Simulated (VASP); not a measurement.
# H2CO in VASP: further runs

Runs on H2CO. Level: r2SCAN+D3(BJ). Tasks: relaxation of the atoms, molecular dynamics, single point.

All numbers are computed with VASP 6.6.1; they aren't measurements. Logs are shortened: lines on timing, memory, paths and dates and some standing lists are left out, and cuts for length are marked.

**1. The cell of the first run**

The cell holds a disordered packing, 16 atoms: a = 7.706 Å, b = 7.706 Å, c = 7.706 Å, α = 90.00°, β = 90.00°, γ = 90.00°.

**2. Relaxation of the atoms, r2SCAN+D3(BJ)**

Input file POSCAR:

```
H2CO
1.0
    7.7059940000      0.0000000000      0.0000000000
    0.0000000000      7.7059940000      0.0000000000
    0.0000000000      0.0000000000      7.7059940000
O C H
4 4 8
Direct
    0.5336302000      0.7064452000      0.3712398000
    0.2515877000      0.4616090000      0.9298780000
    0.2615029000      0.0779456000      0.7588859000
    0.0589699000      0.6853564000      0.0885156000
    0.6318949000      0.6687479000      0.2653763000
    0.3625184000      0.5387925000      0.8664653000
    0.3290076000      0.0570809000      0.6273873000
    0.1787152000      0.7702230000      0.0612613000
    0.7726028000      0.4134026000      0.9784251000
    0.7072085000      0.3915116000      0.9121267000
    0.7249122000      0.7519201000      0.9171169000
    0.6916996000      0.6651449000      0.9398783000
    0.0324795000      0.0221331000      0.1605732000
    0.0960439000      0.0384524000      0.0909719000
    0.9124109000      0.0347045000      0.4452441000
    0.9334471000      0.0373564000      0.3519621000
```

Input file INCAR.step1:

```
PREC = Accurate ; ENCUT = 520
ISMEAR = -1 ; SIGMA = 0.05
LREAL = Auto ; LASPH = True
NELM = 60 ; GGA = PE
ALGO = Normal ; EDIFF = 1E-4
LWAVE = True ; LCHARG = False
```

Input file INCAR.step2:

```
PREC = Accurate ; ENCUT = 520
EDIFF = 1E-6 ; ISMEAR = -1
SIGMA = 0.05 ; LREAL = Auto
LASPH = True ; NELM = 60
ALGO = Normal ; ISIF = 2
LWAVE = False ; LCHARG = False
METAGGA = R2SCAN ; LMIXTAU = True
IVDW = 12 ; VDW_S6 = 1.0
VDW_S8 = 0.78981345 ; VDW_A1 = 0.49484001
VDW_A2 = 5.73083694 ; IBRION = 2
NSW = 35 ; EDIFFG = -0.3
ISTART = 1
```

Input file KPOINTS:

```
Automatic mesh
0
Gamma
  1 1 1
```

Potentials or basis: VASP PAW PBE potentials, release 64 (O, C, H).

Run with:

```console
$ cat potpaw_PBE.64/O/POTCAR potpaw_PBE.64/C/POTCAR potpaw_PBE.64/H/POTCAR > POTCAR
$ cp INCAR.step1 INCAR
$ mpirun -np 1 vasp_gam > vasp.out
$ cp INCAR.step2 INCAR
$ mpirun -np 1 vasp_gam > vasp.out
```

OUTCAR:

```text
PREC = Accurate
   ENCUT = 520
   EDIFF = 1E-6
   ISMEAR = -1
   LREAL = Auto
   LASPH = True
   NELM = 60
   ISIF = 2
   METAGGA = R2SCAN
   IVDW = 12
   IBRION = 2
   NSW = 35
   EDIFFG = -0.3
   ISTART = 1
 IVDW          = 12

 ion  position               nearest neighbor table
   1  0.534  0.706  0.371-   5 1.15
   2  0.252  0.462  0.930-   6 1.15
   3  0.262  0.078  0.759-   7 1.15
   4  0.059  0.685  0.089-   8 1.15
   5  0.632  0.669  0.265-   1 1.15
   6  0.363  0.539  0.866-   2 1.15
[... 8 lines left out ...]
  15  0.912  0.035  0.445-  16 0.74
  16  0.933  0.037  0.352-  15 0.74

  LATTYP: Found a simple cubic cell.
 ALAT       =     7.7059940000

  Lattice vectors:

 A1 = (   7.7059940000,   0.0000000000,   0.0000000000)
 A2 = (   0.0000000000,   7.7059940000,   0.0000000000)
 A3 = (   0.0000000000,   0.0000000000,   7.7059940000)

Analysis of symmetry for initial positions (statically):
=====================================================================
 Subroutine PRICEL returns:
 Original cell was already a primitive cell.

 Routine SETGRP: Setting up the symmetry group for a
 simple cubic supercell.

 Subroutine GETGRP returns: Found  1 space group operations
 (whereof  1 operations were pure point group operations)
 out of a pool of 48 trial point group operations.

The static configuration has the point symmetry C_1 .

Analysis of symmetry for dynamics (positions and initial velocities):
=====================================================================
 Subroutine PRICEL returns:
 Original cell was already a primitive cell.

 Routine SETGRP: Setting up the symmetry group for a
 simple cubic supercell.

 Subroutine GETGRP returns: Found  1 space group operations
 (whereof  1 operations were pure point group operations)
 out of a pool of 48 trial point group operations.

The dynamic configuration has the point symmetry C_1 .

 Subroutine INISYM returns: Found  1 space group operations
 (whereof  1 operations are pure point group operations),
 and found     1 'primitive' translations

----------------------------------------------------------------------------------------

                                     Primitive cell

  volume of cell :     457.6000

  direct lattice vectors                    reciprocal lattice vectors
     7.705994000  0.000000000  0.000000000     0.129769112  0.000000000  0.000000000
     0.000000000  7.705994000  0.000000000     0.000000000  0.129769112  0.000000000
     0.000000000  0.000000000  7.705994000     0.000000000  0.000000000  0.129769112

  length of vectors
     7.705994000  7.705994000  7.705994000     0.129769112  0.129769112  0.129769112

  position of ions in fractional coordinates (direct lattice)
     0.533630200  0.706445200  0.371239800
     0.251587700  0.461609000  0.929878000
     0.261502900  0.077945600  0.758885900
     0.058969900  0.685356400  0.088515600
     0.631894900  0.668747900  0.265376300
     0.362518400  0.538792500  0.866465300
[... 8 lines left out ...]
     0.912410900  0.034704500  0.445244100
     0.933447100  0.037356400  0.351962100

  ion indices of the primitive-cell ions
   primitive index   ion index
                 1           1
                 2           2
                 3           3
                 4           4
                 5           5
                 6           6
[... 8 lines left out ...]
                15          15
                16          16

----------------------------------------------------------------------------------------

 KPOINTS: Automatic mesh

Automatic generation of k-mesh.
 Grid dimensions read from file:
 generate k-points for:    1    1    1

 Generating k-lattice:

  Cartesian coordinates                     Fractional coordinates (reciprocal lattice)
     0.129769112  0.000000000  0.000000000     1.000000000  0.000000000  0.000000000
     0.000000000  0.129769112  0.000000000     0.000000000  1.000000000  0.000000000
     0.000000000  0.000000000  0.129769112     0.000000000  0.000000000  1.000000000

  Length of vectors
     0.129769112  0.129769112  0.129769112

  Shift w.r.t. Gamma in fractional coordinates (k-lattice)
     0.000000000  0.000000000  0.000000000

 Subroutine IBZKPT returns following result:
 ===========================================

 Found      1 irreducible k-points:

 Following reciprocal coordinates:
            Coordinates               Weight
  0.000000  0.000000  0.000000      1.000000
   k-points           NKPTS =      1   k-points in BZ     NKDIM =      1   number of bands    NBANDS=     33
   number of dos      NEDOS =    301   number of ions     NIONS =     16
   total plane-waves  NPLWV = 216000
   dimension x,y,z NGX =    60 NGY =   60 NGZ =   60
   dimension x,y,z NGXF=   120 NGYF=  120 NGZF=  120
   ions per type =               4   4   8
   NGX,Y,Z   is equivalent  to a cutoff of  12.94, 12.94, 12.94 a.u.
   NGXF,Y,Z  is equivalent  to a cutoff of  25.89, 25.89, 25.89 a.u.
 SYSTEM =  unknown system
   PREC   = accura    normal or accurate (medium, high low for compatibility)
   ISTART =      1    job   : 0-new  1-cont  2-samecut
   ICHARG =      0    charge: 1-file 2-atom 10-const
   ISPIN  =      1    spin polarized calculation?
   LNONCOLLINEAR =      F non collinear calculations
   LSORBIT =      F    spin-orbit coupling
   LASPH  =      T    aspherical Exc in radial PAW
   ENCUT  =  520.0 eV  38.22 Ry    6.18 a.u.  14.33 14.33 14.33*2*pi/ulx,y,z
   NELM   =     60;   NELMIN=  2; NELMDL=  0     # of ELM steps
   EDIFF  = 0.1E-05   stopping-criterion for ELM
   LREAL  =      T    real-space projection
   EDIFFG = -.3E+00   stopping-criterion for IOM
   NSW    =     35    number of steps for IOM
   IBRION =      2    ionic relax: 0-MD 1-quasi-New 2-CG
   NFREE  =      1    steps in history (QN), initial steepest desc. (CG)
   ISIF   =      2    stress and relaxation
   ISYM   =      2    0-nonsym 1-usesym 2-fastsym
   POTIM  = 0.5000    time-step for ionic-motion
   TEBEG  =    0.0;   TEEND  =   0.0 temperature during run
   PSTRESS=    0.0 pullay stress
   NELECT =      48.0000    total number of electrons
   NUPDOWN=      -1.0000    fix difference up-down
   EMIN   =  10.00;   EMAX   =-10.00  energy-range for DOS
   EFERMI =   0.00;   METHOD = LEGACY
   ISMEAR =    -1;   SIGMA  =   0.05  broadening in eV -4-tet -1-fermi 0-gaus
   EFERMI_NEDOS =   21; number of points for ismear=-14 and -15
   IALGO  =     38    algorithm
   IMIX   =      4    mixing-type and parameters
     AMIX     =   0.40;   BMIX     =  1.00
     AMIX_MAG =   1.60;   BMIX_MAG =  1.00
  volume/ion in A,a.u.               =      28.60       193.00
  Fermi-wavevector in a.u.,A,eV,Ry     =   0.772076  1.459012  8.110446  0.596101
  Thomas-Fermi vector in A             =   1.873630
   LORBIT       =      0    0 simple, 1 ext, 2 COOP (PROOUT), +10 PAW based schemes
   METAGGA = R2SCAN    functional components
   LHFCALC =     F    Hartree Fock is set to
   AEXX    =    0.0000 exact exchange contribution
   IVDW    =    12    specifies the selected vdW correction
   LEPSILON=     F    determine dielectric tensor
   LRPA    =     F    only Hartree local field effects (RPA)
 conjugate gradient relaxation of ions
 non-spin polarized calculation
  energy-cutoff  :      520.00
  volume of cell :      457.60
 maximum number of plane-waves:      6147
 NGX is ok and might be reduce to    60
   NGX = 29   NGY = 29   NGZ = 29

--------------------------------------- Ionic step        1  -------------------------------------------

 number of electron      48.0000001 magnetization

 Free energy of the ion-electron system (eV)
  ---------------------------------------------------
  ext. energy  EPLUGINS =         0.00000000
  ---------------------------------------------------
  free energy    TOTEN  =       -92.70494760 eV

  energy without entropy =      -92.70494760  energy(sigma->0) =      -92.70494760

------------------------ aborting loop because EDIFF is reached ----------------------------------------

 Edisp (eV)   -0.18828

 E8    (eV) :    -0.0322

  FORCE on cell =-STRESS in cart. coord.  units (eV):
  Direction    XX          YY          ZZ          XY          YZ          ZX
  --------------------------------------------------------------------------------------
  -------------------------------------------------------------------------------------
  Total      -2.59647     1.64552    -1.20922    -2.58259     1.13095     1.45148
  in kB      -9.09094     5.76139    -4.23379    -9.04233     3.95974     5.08201
  external pressure =       -2.52 kB  Pullay stress =        0.00 kB
[... 139 lines left out ...]
  FREE ENERGIE OF THE ION-ELECTRON SYSTEM (eV)
  ---------------------------------------------------
  free  energy   TOTEN  =       -92.9530439771 eV

  energy  without entropy=      -92.9530439770  energy(sigma->0) =      -92.95304398

[... ionic steps 4 to 22 ...]

--------------------------------------- Ionic step       23  -------------------------------------------

 number of electron      47.9999994 magnetization

------------------------ aborting loop because EDIFF is reached ----------------------------------------

 Edisp (eV)   -0.18698

 E8    (eV) :    -0.0319
[... 97 lines left out ...]
  energy  without entropy=      -93.4522682629  energy(sigma->0) =      -93.45226826

--------------------------------------- Ionic step       25  -------------------------------------------

 number of electron      47.9999998 magnetization

 Free energy of the ion-electron system (eV)
  ---------------------------------------------------
  ext. energy  EPLUGINS =         0.00000000
  ---------------------------------------------------
  free energy    TOTEN  =       -93.27074998 eV

  energy without entropy =      -93.27074998  energy(sigma->0) =      -93.27074998

 E-fermi :  -6.2315     XC(G=0):  -4.0460

 val. band max:       -7.4559268414   @ k =   0.0000   0.0000   0.0000
 cond. band min:      -0.6085920918   @ k =   0.0000   0.0000   0.0000
 fundamental gap:      6.8473347496
 Fermi energy:        -6.2315251885

 k-point     1 :       0.0000    0.0000    0.0000
  band No.  band energies     occupation
      1     -29.3219      2.00000
      2     -29.2067      2.00000
      3     -29.1114      2.00000
      4     -29.0977      2.00000
      5     -13.3204      2.00000
      6     -13.0231      2.00000
[... 72 lines left out ...]
  FREE ENERGIE OF THE ION-ELECTRON SYSTEM (eV)
  ---------------------------------------------------
  free  energy   TOTEN  =       -93.4578497169 eV

  energy  without entropy=      -93.4578497168  energy(sigma->0) =      -93.45784972

 reached required accuracy - stopping structural energy minimisation
```

It took 24 min on 1 thread of Intel Xeon 6975P-C (Granite Rapids), shared host; peak memory 0.6 GiB.

Results:

| Item | Value |
| --- | --- |
| Free energy | -93.4578 eV |
| Pressure after relaxing | 0.2 GPa |
| Largest force after relaxing | 0.278 eV/Å |
| Dispersion energy per atom | -0.012 eV |

Forces on the atoms (eV/Å):
```
O   -0.122  0.078  0.074
O   -0.123 -0.078  0.186
O   -0.054 -0.168 -0.013
O    0.084 -0.112  0.017
C    0.085 -0.112 -0.014
C    0.138  0.149 -0.189
C    0.047 -0.014 -0.077
C   -0.043 -0.066  0.060
H   -0.013 -0.047 -0.007
H    0.053 -0.048  0.018
H   -0.012  0.034 -0.025
H    0.017  0.107 -0.050
H    0.063  0.162 -0.132
H   -0.048  0.138  0.012
H   -0.013 -0.006 -0.043
H   -0.057 -0.017  0.184
```

Stress tensor (GPa, compression positive):
```
 0.06 -0.06 -0.14
-0.06  0.48  0.10
-0.14  0.10  0.13
```

Final structure:
```xyz
16
Lattice="7.7060 0.0000 0.0000 0.0000 7.7060 0.0000 0.0000 0.0000 7.7060" Properties=species:S:1:pos:R:3 pbc="T T T"
O     4.0358    5.4933    2.8689
O     2.2404    3.0942    6.9148
O     2.0121    0.5834    5.8267
O     0.2885    5.4937    0.9004
C     4.8860    5.0484    2.2652
C     2.8661    3.9276    6.4693
C     2.5440    0.4447    4.8344
C     1.3463    5.7866    0.6109
H     5.9722    3.0732    7.5565
H     5.4789    2.8944    7.0312
H     5.6136    5.9628    6.9321
H     5.3581    5.2929    7.1206
H     0.1960    0.4540    1.1332
H     0.7272    0.6018    0.6370
H     6.9565    0.2507    3.5850
H     7.1089    0.3065    2.8590
```

Levels at points of the mesh, in eV from the Fermi level:
```csv
k point,band 22,band 23,band 24,band 25,band 26,band 27
"(0.00, 0.00, 0.00)",-1.57,-1.47,-1.22,5.62,5.83,6.00
```

Caveat: the k points lie up to 0.82 Å⁻¹ apart, too coarse for converged energies, forces and pressures; the PAW data sets were made with another functional, which shifts forces and pressure a little; the relaxation stopped at a loose force limit of 0.3 eV/Å, so its end isn't a converged minimum.

**3. Molecular dynamics, r2SCAN+D3(BJ)**

Input file POSCAR:

```
H2CO
1.0
    7.7059940000      0.0000000000      0.0000000000
    0.0000000000      7.7059940000      0.0000000000
    0.0000000000      0.0000000000      7.7059940000
O C H
4 4 8
Direct
    0.5047700000      0.7118372900      0.3992978200
    0.3143324100      0.4105414500      0.8921190500
    0.2612931000     -0.0035757100      0.7167978100
    0.0559346500      0.6623211200      0.1643761600
    0.5995156700      0.6371657800      0.3169010800
    0.3686475500      0.4998514000      0.7895457600
    0.3625628000      0.0454608700      0.6233034700
    0.1660209900      0.7471897700      0.1186790200
    0.7819490300      0.3855887700      0.9714015500
    0.7302137600      0.3539371500      0.8964238300
    0.7257820000      0.8313684500      0.8852180700
    0.7015353000      0.7418919300      0.9113683200
    0.0166017300      0.1451473600      0.1200705800
    0.0938333300      0.1434165600      0.0623656500
    0.8867974100      0.0019574000      0.4954739900
    0.9088415800      0.0067265200      0.4019656100
```

Input file INCAR.step1:

```
SYSTEM = H2CO
PREC     = Accurate       ! precision mode
ENCUT    = 520            ! plane-wave cutoff, eV
ISMEAR   = -1             ! smearing method
SIGMA    = 0.05           ! smearing width, eV
LREAL    = Auto         
LASPH    = .TRUE.         ! aspherical terms in the spheres
NELM     = 100            ! most SCF steps
NBANDS   = 38             ! bands
ISYM     = 0            
GGA      = PE             ! functional
ALGO     = Normal         ! electronic algorithm
EDIFF    = 1E-4           ! SCF threshold, eV
LWAVE    = .TRUE.         ! write WAVECAR
LCHARG   = .FALSE.        ! write CHGCAR
```

Input file INCAR.step2:

```
SYSTEM = H2CO
PREC     = Accurate       ! precision mode
ENCUT    = 520            ! plane-wave cutoff, eV
EDIFF    = 1E-5           ! SCF threshold, eV
ISMEAR   = -1             ! smearing method
SIGMA    = 0.05           ! smearing width, eV
LREAL    = Auto         
LASPH    = .TRUE.         ! aspherical terms in the spheres
NELM     = 100            ! most SCF steps
ALGO     = Normal         ! electronic algorithm
ISIF     = 2              ! what is computed and relaxed
LWAVE    = .FALSE.        ! write WAVECAR
LCHARG   = .FALSE.        ! write CHGCAR
METAGGA  = R2SCAN         ! meta-GGA
LMIXTAU  = .TRUE.       
IVDW     = 12             ! dispersion correction
VDW_S6   = 1.0          
VDW_S8   = 0.78981345   
VDW_A1   = 0.49484001   
VDW_A2   = 5.73083694   
NBANDS   = 38             ! bands
IBRION   = 0              ! ionic algorithm
NSW      = 40             ! ionic steps
POTIM    = 0.5            ! step
TEBEG    = 300.0        
TEEND    = 300.0        
ISYM     = 0            
NELMIN   = 4            
RANDOM_SEED= 921946 0 0   
MDALGO   = 3            
LANGEVIN_GAMMA= 20 20 20     
ISTART   = 1
```

Input file KPOINTS:

```
Automatic mesh
0
G
  1 1 1
  0 0 0
```

Potentials or basis: VASP PAW PBE potentials, release 64 (O, C, H).

Run with:

```console
$ cat potpaw_PBE.64/O/POTCAR potpaw_PBE.64/C/POTCAR potpaw_PBE.64/H/POTCAR > POTCAR
$ cp INCAR.step1 INCAR
$ mpirun -np 1 vasp_gam > vasp.out
$ cp INCAR.step2 INCAR
$ mpirun -np 1 vasp_gam > vasp.out
```

OUTCAR:

```text
SYSTEM = H2CO
   PREC = Accurate
   ENCUT = 520
   EDIFF = 1E-5
   ISMEAR = -1
   LREAL = Auto
   LASPH = .TRUE.
   NELM = 100
   ISIF = 2
   METAGGA = R2SCAN
   IVDW = 12
   IBRION = 0
   NSW = 40
   POTIM = 0.5
   TEBEG = 300.0
   ISYM = 0
   NELMIN = 4
   ISTART = 1
 IVDW          = 12

 ion  position               nearest neighbor table
   1  0.505  0.712  0.399-   5 1.13
   2  0.314  0.411  0.892-   6 1.13
   3  0.261  0.996  0.717-   7 1.13
   4  0.056  0.662  0.164-   8 1.13
   5  0.600  0.637  0.317-   1 1.13
   6  0.369  0.500  0.790-   2 1.13
[... 8 lines left out ...]
  15  0.887  0.002  0.495-  16 0.74
  16  0.909  0.007  0.402-  15 0.74

IMPORTANT INFORMATION: All symmetrisations will be switched off!
NOSYMM: (Re-)initialisation of all symmetry stuff for point group C_1.

[... 467 lines left out ...]
--------------------------------------- Ionic step       40  -------------------------------------------

 number of electron      48.0000006 magnetization

 Free energy of the ion-electron system (eV)
  ---------------------------------------------------
  ext. energy  EPLUGINS =         0.00000000
  ---------------------------------------------------
  free energy    TOTEN  =       -93.45338089 eV

  energy without entropy =      -93.45338089  energy(sigma->0) =      -93.45338089

 E-fermi :  -6.4730     XC(G=0):  -4.1291

 val. band max:       -7.6933221373   @ k =   0.0000   0.0000   0.0000
 cond. band min:      -0.5608842060   @ k =   0.0000   0.0000   0.0000
 fundamental gap:      7.1324379313
 Fermi energy:        -6.4730322400

 k-point     1 :       0.0000    0.0000    0.0000
  band No.  band energies     occupation
      1     -29.3832      2.00000
      2     -29.1452      2.00000
      3     -29.0088      2.00000
      4     -28.9817      2.00000
      5     -13.1866      2.00000
      6     -13.1042      2.00000
[... 28 lines left out ...]
     35       2.8675      0.00000
     36       3.0097      0.00000
 [bands above 36 left out]

------------------------ aborting loop because EDIFF is reached ----------------------------------------

 Edisp (eV)   -0.18783

 E8    (eV) :    -0.0324
[... 45 lines left out ...]
  ENERGY OF THE ELECTRON-ION-THERMOSTAT SYSTEM (eV)
  ---------------------------------------------------
% ion-electron   TOTEN  =       -93.641209  see above
  kinetic energy EKIN   =         0.492201
  kin. lattice  EKIN_LAT=         0.000000  (temperature  237.99 K)
  nose potential ES     =         0.000000
  nose kinetic   EPS    =         0.000000
  ---------------------------------------------------
  total energy   ETOTAL =       -93.149008 eV
```

OUTCAR.step1:

```text
SYSTEM = H2CO
   PREC = Accurate
   ENCUT = 520
   ISMEAR = -1
   LREAL = Auto
   LASPH = .TRUE.
   NELM = 100
[... 244 lines left out ...]
      2.84080      3.85185      6.08423         0.663680      1.089415     -1.267680
[... 8 lines left out ...]
      6.83366      0.01508      3.81812        -0.075877     -0.019138      0.302443
      7.00353      0.05183      3.09754         0.067635      0.013383     -0.292815
 -----------------------------------------------------------------------------------
    total drift:                               -0.006176      0.012221     -0.001840

  FREE ENERGIE OF THE ION-ELECTRON SYSTEM (eV)
  ---------------------------------------------------
  free  energy   TOTEN  =       -86.2626464703 eV

  energy  without entropy=      -86.2626464703  energy(sigma->0) =      -86.26264647
```

Run time: 23 min. Hardware: 1 thread of Intel Xeon 6975P-C (Granite Rapids), shared host; peak memory 0.65 GiB.

Results:

* Dispersion energy per atom: -0.012 eV

Caveat: the k points lie up to 0.82 Å⁻¹ apart, too coarse for converged energies, forces and pressures; the PAW data sets were made with another functional, which shifts forces and pressure a little.

(Part 1 of 2 ends here.)
